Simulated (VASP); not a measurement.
# Ga2O3 (C2/c) in VASP: single point with PBE

Aim: the single point of Ga2O3 with PBE.

Program: VASP 6.6.1. These are calculated values, not measurements. Logs are shortened: lines on timing, memory, paths and dates and some standing lists are left out, and cuts for length are marked.

### Step 1. The cell of the first run

The structure is monoclinic, space group C2/c (No. 15). Conventional cell: a = 8.761 Å, b = 5.057 Å, c = 5.473 Å, α = 90.00°, β = 123.95°, γ = 90.00°. Ga (site symmetry 1) has 6 O at 1.93 to 2.13 Å within 2.6 Å. O (site symmetry 2) has 4 Ga at 1.97 to 2.11 Å and 8 O at 2.66 to 2.88 Å within 2.9 Å. O (site symmetry 1) has 4 Ga at 1.93 to 2.13 Å and 12 O at 2.66 to 3.06 Å within 3.1 Å.

### Step 2. Single point, PBE (strain -0.0300 x Voigt [0, 0, 0, 1, 0, 0])

INCAR

```
SYSTEM = Ga2O3
  ALGO = Normal
  EDIFF = 1E-6
  ENCUT = 910
  GGA = PE
  GGA_COMPAT = .False.
  ISIF = 2
  ISMEAR = 0
  LASPH = .True.
  LCHARG = .True.
  LELF = .True.
  LREAL = .False.
  LVHAR = .True.
  LWAVE = .False.
  NBANDS = 55
  NELM = 120
  PREC = Accurate
  SIGMA = 0.05
```

KPOINTS

```
k-points
0
Gamma
  6 6 6
  0 0 0
```

POSCAR

```
Ga2O3
1.0
    2.5287245564      1.3918442751      4.5191358157
   -2.5287245564      1.3918442751      4.5191358157
    0.0000000000     -2.9880351348      4.5848340068
Ga O
4 6
Direct
    0.3558687539      0.3558687539      0.3558687539
    0.1441312461      0.1441312461      0.1441312461
    0.6441312461      0.6441312461      0.6441312461
    0.8558687539      0.8558687539      0.8558687539
    0.5531733332      0.9468266668      0.2500000000
    0.2500000000      0.5531733332      0.9468266668
    0.9468266668      0.2500000000      0.5531733332
    0.4468266668      0.0531733332      0.7500000000
    0.7500000000      0.4468266668      0.0531733332
    0.0531733332      0.7500000000      0.4468266668
```

Potentials or basis: VASP PAW PBE potentials, release 64 (Ga_d, O_h).

The run is started by

```console
cat potpaw_PBE.64/Ga_d/POTCAR potpaw_PBE.64/O_h/POTCAR > POTCAR
mpirun -np 1 vasp_std > vasp.out
```

OUTCAR:

```text
SYSTEM = Ga2O3
   EDIFF = 1E-6
   ENCUT = 910
   GGA = PE
   ISIF = 2
   ISMEAR = 0
   LASPH = .True.
   LREAL = .False.
   NELM = 120
   PREC = Accurate

 ion  position               nearest neighbor table
   1  0.356  0.356  0.356-   9 1.93  10 1.95   8 1.97   7 2.08   5 2.11   6 2.13   2 2.88
   2  0.144  0.144  0.144-  10 1.93   9 1.95   8 1.97   6 2.08   5 2.11   7 2.13   1 2.88
   3  0.644  0.644  0.644-   6 1.93   7 1.95   5 1.97  10 2.08   8 2.11   9 2.13   4 2.88
   4  0.856  0.856  0.856-   7 1.93   6 1.95   5 1.97   9 2.08   8 2.11  10 2.13   3 2.88
   5  0.553  0.947  0.250-   3 1.97   4 1.97   1 2.11   2 2.11
   6  0.250  0.553  0.947-   3 1.93   4 1.95   2 2.08   1 2.13
   7  0.947  0.250  0.553-   4 1.93   3 1.95   1 2.08   2 2.13
   8  0.447  0.053  0.750-   1 1.97   2 1.97   3 2.11   4 2.11
   9  0.750  0.447  0.053-   1 1.93   2 1.95   4 2.08   3 2.13
  10  0.053  0.750  0.447-   2 1.93   1 1.95   3 2.08   4 2.13

  LATTYP: Found a base centered monoclinic cell.
 ALAT       =     8.7607442372
 B/A-ratio  =     0.5772853283
 C/A-ratio  =     0.6246698908
 COS(beta)  =    -0.5585057944

  Lattice vectors:

 A1 = (   2.5287245564,   4.3798794099,  -0.0656981911)
 A2 = (  -2.5287245564,   4.3798794099,  -0.0656981911)
 A3 = (   0.0000000000,  -2.9880351348,   4.5848340068)

Analysis of symmetry for initial positions (statically):
=====================================================================
 Subroutine PRICEL returns:
 Original cell was already a primitive cell.

 Routine SETGRP: Setting up the symmetry group for a
 base centered monoclinic supercell.

 Subroutine GETGRP returns: Found  4 space group operations
 (whereof  2 operations were pure point group operations)
 out of a pool of  4 trial point group operations.

The static configuration has the point symmetry S_2 .
 The point group associated with its full space group is C_2h.

Analysis of symmetry for dynamics (positions and initial velocities):
=====================================================================
 Subroutine PRICEL returns:
 Original cell was already a primitive cell.

 Routine SETGRP: Setting up the symmetry group for a
 base centered monoclinic supercell.

 Subroutine GETGRP returns: Found  4 space group operations
 (whereof  2 operations were pure point group operations)
 out of a pool of  4 trial point group operations.

The dynamic configuration has the point symmetry S_2 .
 The point group associated with its full space group is C_2h.

 Subroutine INISYM returns: Found  4 space group operations
 (whereof  2 operations are pure point group operations),
 and found     1 'primitive' translations

----------------------------------------------------------------------------------------

                                     Primitive cell

  volume of cell :     100.5659

  direct lattice vectors                    reciprocal lattice vectors
     2.528724556  1.391844275  4.519135816     0.197728139  0.115285404  0.075133982
    -2.528724556  1.391844275  4.519135816    -0.197728139  0.115285404  0.075133982
     0.000000000 -2.988035135  4.584834007     0.000000000 -0.227266853  0.069995698

  length of vectors
     5.362300522  5.362300522  5.472573146     0.240898851  0.240898851  0.237801640

  position of ions in fractional coordinates (direct lattice)
     0.355868754  0.355868754  0.355868754
     0.144131246  0.144131246  0.144131246
     0.644131246  0.644131246  0.644131246
     0.855868754  0.855868754  0.855868754
     0.553173333  0.946826667  0.250000000
     0.250000000  0.553173333  0.946826667
     0.946826667  0.250000000  0.553173333
     0.446826667  0.053173333  0.750000000
     0.750000000  0.446826667  0.053173333
     0.053173333  0.750000000  0.446826667

  ion indices of the primitive-cell ions
   primitive index   ion index
                 1           1
                 2           2
                 3           3
                 4           4
                 5           5
                 6           6
                 7           7
                 8           8
                 9           9
                10          10

----------------------------------------------------------------------------------------

 KPOINTS: k-points

Automatic generation of k-mesh.
 Grid dimensions read from file:
 generate k-points for:    6    6    6

 Generating k-lattice:

  Cartesian coordinates                     Fractional coordinates (reciprocal lattice)
     0.032954690  0.019214234  0.012522330     0.166666667  0.000000000  0.000000000
    -0.032954690  0.019214234  0.012522330     0.000000000  0.166666667  0.000000000
     0.000000000 -0.037877809  0.011665950     0.000000000  0.000000000  0.166666667

  Length of vectors
     0.040149809  0.040149809  0.039633607

  Shift w.r.t. Gamma in fractional coordinates (k-lattice)
     0.000000000  0.000000000  0.000000000

 Subroutine IBZKPT returns following result:
 ===========================================

 Found     68 irreducible k-points:

 Following reciprocal coordinates:
            Coordinates               Weight
  0.000000  0.000000  0.000000      1.000000
  0.166667 -0.000000  0.000000      4.000000
  0.333333  0.000000  0.000000      4.000000
  0.500000  0.000000  0.000000      2.000000
  0.166667  0.166667  0.000000      2.000000
  0.333333  0.166667 -0.000000      4.000000
[... 16 lines left out ...]
 -0.333333  0.166667  0.166667      4.000000
 -0.166667  0.166667  0.166667      4.000000
 [... further k-points ...]
   k-points           NKPTS =     68   k-points in BZ     NKDIM =     68   number of bands    NBANDS=     55
   number of dos      NEDOS =    301   number of ions     NIONS =     10
   total plane-waves  NPLWV = 157464
   dimension x,y,z NGX =    54 NGY =   54 NGZ =   54
   dimension x,y,z NGXF=   108 NGYF=  108 NGZF=  108
   ions per type =               4   6
   NGX,Y,Z   is equivalent  to a cutoff of  16.74, 16.74, 16.40 a.u.
   NGXF,Y,Z  is equivalent  to a cutoff of  33.48, 33.48, 32.81 a.u.
 SYSTEM =  Ga2O3
   PREC   = accura    normal or accurate (medium, high low for compatibility)
   ISTART =      0    job   : 0-new  1-cont  2-samecut
   ICHARG =      2    charge: 1-file 2-atom 10-const
   ISPIN  =      1    spin polarized calculation?
   LNONCOLLINEAR =      F non collinear calculations
   LSORBIT =      F    spin-orbit coupling
   LASPH  =      T    aspherical Exc in radial PAW
   ENCUT  =  910.0 eV  66.88 Ry    8.18 a.u.  13.19 13.19 13.46*2*pi/ulx,y,z
   NELM   =    120;   NELMIN=  2; NELMDL= -5     # of ELM steps
   EDIFF  = 0.1E-05   stopping-criterion for ELM
   LREAL  =      F    real-space projection
   EDIFFG = 0.1E-04   stopping-criterion for IOM
   NSW    =      0    number of steps for IOM
   IBRION =     -1    ionic relax: 0-MD 1-quasi-New 2-CG
   NFREE  =      0    steps in history (QN), initial steepest desc. (CG)
   ISIF   =      2    stress and relaxation
   ISYM   =      2    0-nonsym 1-usesym 2-fastsym
   POTIM  = 0.5000    time-step for ionic-motion
   TEBEG  =    0.0;   TEEND  =   0.0 temperature during run
   PSTRESS=    0.0 pullay stress
   NELECT =      88.0000    total number of electrons
   NUPDOWN=      -1.0000    fix difference up-down
   EMIN   =  10.00;   EMAX   =-10.00  energy-range for DOS
   EFERMI =   0.00;   METHOD = LEGACY
   ISMEAR =     0;   SIGMA  =   0.05  broadening in eV -4-tet -1-fermi 0-gaus
   EFERMI_NEDOS =   21; number of points for ismear=-14 and -15
   IALGO  =     38    algorithm
   IMIX   =      4    mixing-type and parameters
     AMIX     =   0.40;   BMIX     =  1.00
     AMIX_MAG =   1.60;   BMIX_MAG =  1.00
  volume/ion in A,a.u.               =      10.06        67.87
  Fermi-wavevector in a.u.,A,eV,Ry     =   1.565857  2.959041 33.360238  2.451908
  Thomas-Fermi vector in A             =   2.668271
   LORBIT       =      0    0 simple, 1 ext, 2 COOP (PROOUT), +10 PAW based schemes
   GGA     = PE    functional components
   LHFCALC =     F    Hartree Fock is set to
   AEXX    =    0.0000 exact exchange contribution
   IVDW    =     0    specifies the selected vdW correction
   LEPSILON=     F    determine dielectric tensor
   LRPA    =     F    only Hartree local field effects (RPA)
 non-spin polarized calculation
 Gauss-broadening in eV      SIGMA  =   0.05
  energy-cutoff  :      910.00
  volume of cell :      100.57
 maximum number of plane-waves:      6296
 NGX is ok and might be reduce to    54
   NGX = 27   NGY = 27   NGZ = 27

 number of electron      88.0000004 magnetization

 Free energy of the ion-electron system (eV)
  ---------------------------------------------------
  ext. energy  EPLUGINS =         0.00000000
  ---------------------------------------------------
  free energy    TOTEN  =       -59.41847837 eV

  energy without entropy =      -59.41847837  energy(sigma->0) =      -59.41847837

 E-fermi :   4.8319     XC(G=0): -11.9687

 val. band max:        4.5828673420   @ k =  -0.1667   0.0000   0.1667
 cond. band min:       6.9633872718   @ k =   0.0000   0.0000   0.0000
 fundamental gap:      2.3805199298
 Fermi energy:         4.8318638838

 k-point     1 :       0.0000    0.0000    0.0000
  band No.  band energies     occupation
      1     -14.1258      2.00000
      2     -12.3137      2.00000
      3     -12.2983      2.00000
      4     -12.2973      2.00000
      5     -12.1486      2.00000
      6     -12.1348      2.00000
[... 47 lines left out ...]
     54      15.6371      0.00000
     55      16.5334      0.00000

 k-point     2 :       0.1667   -0.0000    0.0000
  band No.  band energies     occupation
      1     -14.0067      2.00000
      2     -12.3991      2.00000
      3     -12.3281      2.00000
      4     -12.3050      2.00000
      5     -12.1917      2.00000
      6     -12.1347      2.00000
[... 47 lines left out ...]
     54      16.1195      0.00000
     55      16.3574      0.00000
[... 1216 lines left out ...]
     54      15.8431      0.00000
     55      16.6657      0.00000

 k-point    24 :      -0.1667    0.1667    0.1667
  band No.  band energies     occupation
      1     -13.7232      2.00000
      2     -12.5872      2.00000
      3     -12.3942      2.00000
      4     -12.3217      2.00000
      5     -12.2665      2.00000
      6     -12.1521      2.00000
[... 47 lines left out ...]
     54      15.8256      0.00000
     55      16.6128      0.00000

 [... further k-points ...]

------------------------ aborting loop because EDIFF is reached ----------------------------------------

  FORCE on cell =-STRESS in cart. coord.  units (eV):
  Direction    XX          YY          ZZ          XY          YZ          ZX
  --------------------------------------------------------------------------------------
  -------------------------------------------------------------------------------------
  Total        0.5403366      0.4332764      0.4317161      0.0000000      1.6944558      0.0000000
  in kB        8.6084346      6.9027924      6.8779338      0.0000000     26.9954147      0.0000000
  external PRESSURE =       7.4630536 kB  Pullay stress =       0.0000000 kB

 VOLUME and BASIS-vectors are now :
 -----------------------------------------------------------------------------
  energy-cutoff  :      910.00
  volume of cell :      100.57
      direct lattice vectors                 reciprocal lattice vectors
     2.528724556  1.391844275  4.519135816     0.197728139  0.115285404  0.075133982
    -2.528724556  1.391844275  4.519135816    -0.197728139  0.115285404  0.075133982
     0.000000000 -2.988035135  4.584834007     0.000000000 -0.227266853  0.069995698

 POSITION                                       TOTAL-FORCE (eV/Angst)
 -----------------------------------------------------------------------------------
      0.00000     -0.07272      4.84804         0.055820     -0.183571      0.014726
      0.00000     -0.02945      1.96352         0.055820      0.183571     -0.014726
      0.00000     -0.13163      8.77507        -0.055820      0.183571     -0.014726
      0.00000     -0.17489     11.65959        -0.055820     -0.183571      0.014726
     -0.99544      1.34076      7.92491         0.058003      0.000000      0.000000
     -0.76664     -1.71126      7.97069        -0.072289     -0.077225     -0.073017
      1.76208      0.01289      7.94483        -0.072289      0.077225      0.073017
      0.99544     -1.54510      5.69819        -0.058003      0.000000      0.000000
      0.76664      1.50691      5.65241         0.072289      0.077225      0.073017
     -1.76208     -0.21724      5.67828         0.072289     -0.077225     -0.073017
 -----------------------------------------------------------------------------------
    total drift:                               -0.000000      0.000000     -0.000000

  FREE ENERGIE OF THE ION-ELECTRON SYSTEM (eV)
  ---------------------------------------------------
  free  energy   TOTEN  =       -59.4184783693 eV

  energy  without entropy=      -59.4184783693  energy(sigma->0) =      -59.41847837
```

Wall time 9.9 min (1 thread of Intel Xeon 6975P-C (Granite Rapids), shared host); peak memory 0.81 GiB.

What came out:

- Free energy: -59.4185 eV
- Pressure: 0.7 GPa
- Largest force: 0.192 eV/Å
- Band gap on the k mesh: 2.38 eV (least direct gap 2.61 eV)

Forces on the atoms (eV/Å):
```
Ga   0.056 -0.184  0.015
Ga   0.056  0.184 -0.015
Ga  -0.056  0.184 -0.015
Ga  -0.056 -0.184  0.015
O    0.058  0.000  0.000
O   -0.072 -0.077 -0.073
O   -0.072  0.077  0.073
O   -0.058  0.000  0.000
O    0.072  0.077  0.073
O    0.072 -0.077 -0.073
```

Stress tensor (GPa, compression positive):
```
0.86 0.00 0.00
0.00 0.69 2.70
0.00 2.70 0.69
```

Caveat: the cell differs from its parent crystal (strain -0.0300 x Voigt [0, 0, 0, 1, 0, 0]); the cutoff is under 1.25 times the usual one of these potentials, so pressure, stress and relaxed cells hold a basis-set (Pulay) error.
